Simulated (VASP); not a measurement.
# Si2Mo (e600) (P6_222) in VASP: single point with PBEsol

Aim: the single point of Si2Mo (e600) with PBEsol.

Everything below comes from runs of VASP 6.6.1. Logs are shortened: lines on timing, memory, paths and dates and some standing lists are left out, and cuts for length are marked.

## 1. The cell of the first run

It takes space group P6_222 (No. 180, hexagonal). The conventional cell has a = 4.575 Å, b = 4.575 Å, c = 6.567 Å, α = 90.00°, β = 90.00°, γ = 120.00°. Si (site symmetry 2) has 9 Si at 2.55 to 3.19 Å and 5 Mo at 2.56 to 2.66 Å within 3.4 Å. Mo (site symmetry 222) has 10 Si at 2.56 to 2.66 Å and 4 Mo at 3.17 Å within 3.4 Å.

## 2. Single point, PBEsol

INCAR

```
SYSTEM = Si2Mo
ALGO = Normal
EDIFF = 1E-6
ENCUT = 520
GGA = PS
ISIF = 2
ISMEAR = 0
LASPH = .True.
LCHARG = .True.
LELF = .True.
LREAL = .False.
LVHAR = .True.
LWAVE = .False.
NBANDS = 43
NELM = 100
PREC = Accurate
SIGMA = 0.01
```

KPOINTS

```
k-points
0
Gamma
  9 9 6
  0 0 0
```

POSCAR

```
Si2Mo
1.0
    4.5747399447      0.0000000000      0.0000000000
   -2.2873699723      3.9618410078      0.0000000000
    0.0000000000      0.0000000000      6.5669195758
Si Mo
6 3
Direct
    0.1641667986      0.8358332014      0.8333333333
    0.3283335973      0.1641667986      0.1666666667
    0.8358332014      0.6716664027      0.5000000000
    0.8358332014      0.1641667986      0.8333333333
    0.6716664027      0.8358332014      0.1666666667
    0.1641667986      0.3283335973      0.5000000000
    0.5000000000      0.0000000000      0.5000000000
    0.0000000000      0.5000000000      0.1666666667
    0.5000000000      0.5000000000      0.8333333333
```

Potentials or basis: VASP PAW PBE potentials, release 64 (Si, Mo_sv).

Run with:

```bash
$ cat potpaw_PBE.64/Si/POTCAR potpaw_PBE.64/Mo_sv/POTCAR > POTCAR
$ mpirun -np 1 vasp_std > vasp.out
```

OUTCAR:

```text
SYSTEM = Si2Mo
   EDIFF = 1E-6
   ENCUT = 520
   GGA = PS
   ISIF = 2
   ISMEAR = 0
   LASPH = .True.
   LREAL = .False.
   NELM = 100
   PREC = Accurate

 ion  position               nearest neighbor table
   1  0.164  0.836  0.833-   3 2.55   2 2.55   7 2.56   8 2.56   4 2.60   9 2.63   9 2.63   9 2.66
                             4 2.66   4 2.66   6 3.14   5 3.14
   2  0.328  0.164  0.167-   6 2.55   1 2.55   7 2.56   9 2.56   5 2.60   8 2.63   8 2.63   8 2.66
                             5 2.66   5 2.66   3 3.14   4 3.14
   3  0.836  0.672  0.500-   1 2.55   5 2.55   8 2.56   9 2.56   6 2.60   7 2.63   7 2.63   7 2.66
                             6 2.66   6 2.66   4 3.14   2 3.14
   4  0.836  0.164  0.833-   6 2.55   5 2.55   7 2.56   8 2.56   1 2.60   9 2.63   9 2.63   9 2.66
                             1 2.66   1 2.66   3 3.14   2 3.14
   5  0.672  0.836  0.167-   3 2.55   4 2.55   7 2.56   9 2.56   2 2.60   8 2.63   8 2.63   8 2.66
                             2 2.66   2 2.66   6 3.14   1 3.14
   6  0.164  0.328  0.500-   4 2.55   2 2.55   8 2.56   9 2.56   3 2.60   7 2.63   7 2.63   7 2.66
                             3 2.66   3 2.66   1 3.14   5 3.14
   7  0.500  0.000  0.500-   2 2.56   5 2.56   4 2.56   1 2.56   6 2.63   3 2.63   6 2.63   3 2.63
                             6 2.66   3 2.66   9 3.17   9 3.17   8 3.17   8 3.17
   8  0.000  0.500  0.167-   3 2.56   6 2.56   4 2.56   1 2.56   2 2.63   5 2.63   2 2.63   5 2.63
                             5 2.66   2 2.66   7 3.17   7 3.17   9 3.17   9 3.17
   9  0.500  0.500  0.833-   3 2.56   6 2.56   5 2.56   2 2.56   4 2.63   1 2.63   1 2.63   4 2.63
                             1 2.66   4 2.66   7 3.17   7 3.17   8 3.17   8 3.17

  LATTYP: Found a hexagonal cell.
 ALAT       =     4.5747399447
 C/A-ratio  =     1.4354738532

  Lattice vectors:

 A1 = (   4.5747399447,   0.0000000000,   0.0000000000)
 A2 = (  -2.2873699723,   3.9618410078,   0.0000000000)
 A3 = (   0.0000000000,   0.0000000000,   6.5669195758)

Analysis of symmetry for initial positions (statically):
=====================================================================
 Subroutine PRICEL returns:
 Original cell was already a primitive cell.

 Routine SETGRP: Setting up the symmetry group for a
 hexagonal supercell.

 Subroutine GETGRP returns: Found 12 space group operations
 (whereof  4 operations were pure point group operations)
 out of a pool of 24 trial point group operations.

The static configuration has the point symmetry D_2 .
 The point group associated with its full space group is D_6 .

Analysis of symmetry for dynamics (positions and initial velocities):
=====================================================================
 Subroutine PRICEL returns:
 Original cell was already a primitive cell.

 Routine SETGRP: Setting up the symmetry group for a
 hexagonal supercell.

 Subroutine GETGRP returns: Found 12 space group operations
 (whereof  4 operations were pure point group operations)
 out of a pool of 24 trial point group operations.

The dynamic configuration has the point symmetry D_2 .
 The point group associated with its full space group is D_6 .

 Subroutine INISYM returns: Found 12 space group operations
 (whereof  4 operations are pure point group operations),
 and found     1 'primitive' translations

----------------------------------------------------------------------------------------

                                     Primitive cell

  volume of cell :     119.0214

  direct lattice vectors                    reciprocal lattice vectors
     4.574739945  0.000000000  0.000000000     0.218591660  0.126203954  0.000000000
    -2.287369972  3.961841008  0.000000000     0.000000000  0.252407908  0.000000000
     0.000000000  0.000000000  6.566919576     0.000000000  0.000000000  0.152278399

  length of vectors
     4.574739945  4.574739945  6.566919576     0.252407908  0.252407908  0.152278399

  position of ions in fractional coordinates (direct lattice)
     0.164166799  0.835833201  0.833333333
     0.328333597  0.164166799  0.166666667
     0.835833201  0.671666403  0.500000000
     0.835833201  0.164166799  0.833333333
     0.671666403  0.835833201  0.166666667
     0.164166799  0.328333597  0.500000000
     0.500000000  0.000000000  0.500000000
     0.000000000  0.500000000  0.166666667
     0.500000000  0.500000000  0.833333333

  ion indices of the primitive-cell ions
   primitive index   ion index
                 1           1
                 2           2
                 3           3
                 4           4
                 5           5
                 6           6
                 7           7
                 8           8
                 9           9

----------------------------------------------------------------------------------------

 KPOINTS: k-points

Automatic generation of k-mesh.
 Grid dimensions read from file:
 generate k-points for:    9    9    6

 Generating k-lattice:

  Cartesian coordinates                     Fractional coordinates (reciprocal lattice)
     0.024287962  0.014022662  0.000000000     0.111111111 -0.000000000  0.000000000
     0.000000000  0.028045323  0.000000000     0.000000000  0.111111111  0.000000000
     0.000000000  0.000000000  0.025379733     0.000000000  0.000000000  0.166666667

  Length of vectors
     0.028045323  0.028045323  0.025379733

  Shift w.r.t. Gamma in fractional coordinates (k-lattice)
     0.000000000  0.000000000  0.000000000

 Subroutine IBZKPT returns following result:
 ===========================================

 Found     48 irreducible k-points:

 Following reciprocal coordinates:
            Coordinates               Weight
  0.000000  0.000000  0.000000      1.000000
  0.111111 -0.000000  0.000000      6.000000
  0.222222 -0.000000  0.000000      6.000000
  0.333333 -0.000000  0.000000      6.000000
  0.444444 -0.000000  0.000000      6.000000
  0.111111  0.111111  0.000000      6.000000
[... 16 lines left out ...]
  0.333333  0.222222  0.166667     24.000000
  0.333333  0.333333  0.166667      4.000000
 [... further k-points ...]
   k-points           NKPTS =     48   k-points in BZ     NKDIM =     48   number of bands    NBANDS=     43
   number of dos      NEDOS =    301   number of ions     NIONS =      9
   total plane-waves  NPLWV =  64800
   dimension x,y,z NGX =    36 NGY =   36 NGZ =   50
   dimension x,y,z NGXF=    72 NGYF=   72 NGZF=  100
   ions per type =               6   3
   NGX,Y,Z   is equivalent  to a cutoff of  13.08, 13.08, 12.66 a.u.
   NGXF,Y,Z  is equivalent  to a cutoff of  26.16, 26.16, 25.32 a.u.
 SYSTEM =  Si2Mo
   PREC   = accura    normal or accurate (medium, high low for compatibility)
   ISTART =      0    job   : 0-new  1-cont  2-samecut
   ICHARG =      2    charge: 1-file 2-atom 10-const
   ISPIN  =      1    spin polarized calculation?
   LNONCOLLINEAR =      F non collinear calculations
   LSORBIT =      F    spin-orbit coupling
   LASPH  =      T    aspherical Exc in radial PAW
   ENCUT  =  520.0 eV  38.22 Ry    6.18 a.u.   8.51  8.51 12.21*2*pi/ulx,y,z
   NELM   =    100;   NELMIN=  2; NELMDL= -5     # of ELM steps
   EDIFF  = 0.1E-05   stopping-criterion for ELM
   LREAL  =      F    real-space projection
   EDIFFG = 0.1E-04   stopping-criterion for IOM
   NSW    =      0    number of steps for IOM
   IBRION =     -1    ionic relax: 0-MD 1-quasi-New 2-CG
   NFREE  =      0    steps in history (QN), initial steepest desc. (CG)
   ISIF   =      2    stress and relaxation
   ISYM   =      2    0-nonsym 1-usesym 2-fastsym
   POTIM  = 0.5000    time-step for ionic-motion
   TEBEG  =    0.0;   TEEND  =   0.0 temperature during run
   PSTRESS=    0.0 pullay stress
   NELECT =      66.0000    total number of electrons
   NUPDOWN=      -1.0000    fix difference up-down
   EMIN   =  10.00;   EMAX   =-10.00  energy-range for DOS
   EFERMI =   0.00;   METHOD = LEGACY
   ISMEAR =     0;   SIGMA  =   0.01  broadening in eV -4-tet -1-fermi 0-gaus
   EFERMI_NEDOS =   21; number of points for ismear=-14 and -15
   IALGO  =     38    algorithm
   IMIX   =      4    mixing-type and parameters
     AMIX     =   0.40;   BMIX     =  1.00
     AMIX_MAG =   1.60;   BMIX_MAG =  1.00
  volume/ion in A,a.u.               =      13.22        89.24
  Fermi-wavevector in a.u.,A,eV,Ry     =   1.344976  2.541635 24.612389  1.808960
  Thomas-Fermi vector in A             =   2.472926
   LORBIT       =      0    0 simple, 1 ext, 2 COOP (PROOUT), +10 PAW based schemes
   GGA     = PS    functional components
   LHFCALC =     F    Hartree Fock is set to
   AEXX    =    0.0000 exact exchange contribution
   IVDW    =     0    specifies the selected vdW correction
   LEPSILON=     F    determine dielectric tensor
   LRPA    =     F    only Hartree local field effects (RPA)
 non-spin polarized calculation
 Gauss-broadening in eV      SIGMA  =   0.01
  energy-cutoff  :      520.00
  volume of cell :      119.02
 maximum number of plane-waves:      3234
 NGX is ok and might be reduce to    36
   NGX = 17   NGY = 17   NGZ = 25

 number of electron      65.9999995 magnetization

 Free energy of the ion-electron system (eV)
  ---------------------------------------------------
  ext. energy  EPLUGINS =         0.00000000
  ---------------------------------------------------
  free energy    TOTEN  =       -74.98784392 eV

  energy without entropy =      -74.98784392  energy(sigma->0) =      -74.98784392

 E-fermi :  12.9553     XC(G=0): -12.5748

 val. band max:       12.8709769401   @ k =   0.4444  -0.0000   0.5000
 cond. band min:      13.0401585006   @ k =   0.4444  -0.0000   0.0000
 fundamental gap:      0.1691815606
 Fermi energy:        12.9553151808

 k-point     1 :       0.0000    0.0000    0.0000
  band No.  band energies     occupation
      1     -48.1081      2.00000
      2     -48.0764      2.00000
      3     -48.0764      2.00000
      4     -22.3904      2.00000
      5     -22.3869      2.00000
      6     -22.3869      2.00000
[... 35 lines left out ...]
     42      15.9533      0.00000
     43      16.4007      0.00000

 k-point     2 :       0.1111   -0.0000    0.0000
  band No.  band energies     occupation
      1     -48.1073      2.00000
      2     -48.0773      2.00000
      3     -48.0764      2.00000
      4     -22.4092      2.00000
      5     -22.3937      2.00000
      6     -22.3792      2.00000
[... 35 lines left out ...]
     42      15.9684      0.00000
     43      16.3700      0.00000

 k-point     3 :       0.2222   -0.0000    0.0000
  band No.  band energies     occupation
      1     -48.1048      2.00000
      2     -48.0796      2.00000
      3     -48.0764      2.00000
      4     -22.4273      2.00000
      5     -22.4053      2.00000
      6     -22.3808      2.00000
[... 35 lines left out ...]
     42      16.1341      0.00000
     43      16.7236      0.00000

 k-point     4 :       0.3333   -0.0000    0.0000
  band No.  band energies     occupation
      1     -48.1012      2.00000
      2     -48.0829      2.00000
      3     -48.0764      2.00000
      4     -22.4401      2.00000
      5     -22.4153      2.00000
      6     -22.3834      2.00000
[... 863 lines left out ...]
     42      16.1207      0.00000
     43      16.6511      0.00000

 k-point    23 :       0.3333    0.2222    0.1667
  band No.  band energies     occupation
      1     -48.0960      2.00000
      2     -48.0875      2.00000
      3     -48.0767      2.00000
      4     -22.4447      2.00000
      5     -22.4210      2.00000
      6     -22.3972      2.00000
[... 35 lines left out ...]
     42      16.2125      0.00000
     43      16.5736      0.00000

 k-point    24 :       0.3333    0.3333    0.1667
  band No.  band energies     occupation
      1     -48.0946      2.00000
      2     -48.0886      2.00000
      3     -48.0770      2.00000
      4     -22.4460      2.00000
      5     -22.4178      2.00000
      6     -22.4030      2.00000
[... 35 lines left out ...]
     42      16.2740      0.00000
     43      16.3993      0.00000

 [... further k-points ...]
[... 5 lines left out ...]
  --------------------------------------------------------------------------------------
  -------------------------------------------------------------------------------------
  Total        0.2416558      0.2416558      0.2763814      0.0000000      0.0000000      0.0000000
  in kB        3.2529892      3.2529892      3.7204389      0.0000000      0.0000000      0.0000000
  external PRESSURE =       3.4088058 kB  Pullay stress =       0.0000000 kB

 VOLUME and BASIS-vectors are now :
 -----------------------------------------------------------------------------
  energy-cutoff  :      520.00
  volume of cell :      119.02
      direct lattice vectors                 reciprocal lattice vectors
     4.574739945  0.000000000  0.000000000     0.218591660  0.126203954  0.000000000
    -2.287369972  3.961841008  0.000000000     0.000000000  0.252407908  0.000000000
     0.000000000  0.000000000  6.566919576     0.000000000  0.000000000  0.152278399

 POSITION                                       TOTAL-FORCE (eV/Angst)
 -----------------------------------------------------------------------------------
     -1.16084      3.31144      5.47243        -0.001255      0.000725      0.000000
      1.12653      0.65040      1.09449        -0.001255     -0.000725      0.000000
      2.28737      2.66104      3.28346         0.000000      0.001450      0.000000
      3.44821      0.65040      5.47243         0.001255     -0.000725      0.000000
      1.16084      3.31144      1.09449         0.001255      0.000725      0.000000
     -0.00000      1.30081      3.28346        -0.000000     -0.001450      0.000000
      2.28737      0.00000      3.28346         0.000000     -0.000000      0.000000
     -1.14368      1.98092      1.09449         0.000000     -0.000000      0.000000
      1.14368      1.98092      5.47243         0.000000     -0.000000     -0.000000
 -----------------------------------------------------------------------------------
    total drift:                               -0.000000     -0.000000      0.000001

  FREE ENERGIE OF THE ION-ELECTRON SYSTEM (eV)
  ---------------------------------------------------
  free  energy   TOTEN  =       -74.9878439156 eV

  energy  without entropy=      -74.9878439156  energy(sigma->0) =      -74.98784392
```

It took 3.3 min on 1 thread of Intel Xeon Platinum 8259CL at 2.50GHz (Skylake/Cascade Lake), shared host; peak memory 0.36 GiB.

What came out:

| Quantity | Value |
| --- | --- |
| Free energy | -74.9878 eV |
| Pressure | 0.3 GPa |
| Band gap on the k mesh | 0.17 eV, indirect (least direct gap 0.59 eV) |

Levels at points of the mesh, in eV from the valence-band top:
| k point | band 30 | band 31 | band 32 | band 33 | band 34 | band 35 | band 36 | band 37 |
| --- | --- | --- | --- | --- | --- | --- | --- | --- |
| (0.00, 0.00, 0.00) | -2.98 | -2.68 | -2.06 | -0.78 | 2.07 | 2.44 | 2.44 | 2.57 |
| (0.00, 0.00, 0.50) | -2.27 | -2.02 | -0.69 | -0.69 | 1.94 | 2.36 | 2.38 | 2.38 |

Caveat: the PAW data sets were made with another functional, which shifts forces and pressure a little. A k mesh can miss the band edges.
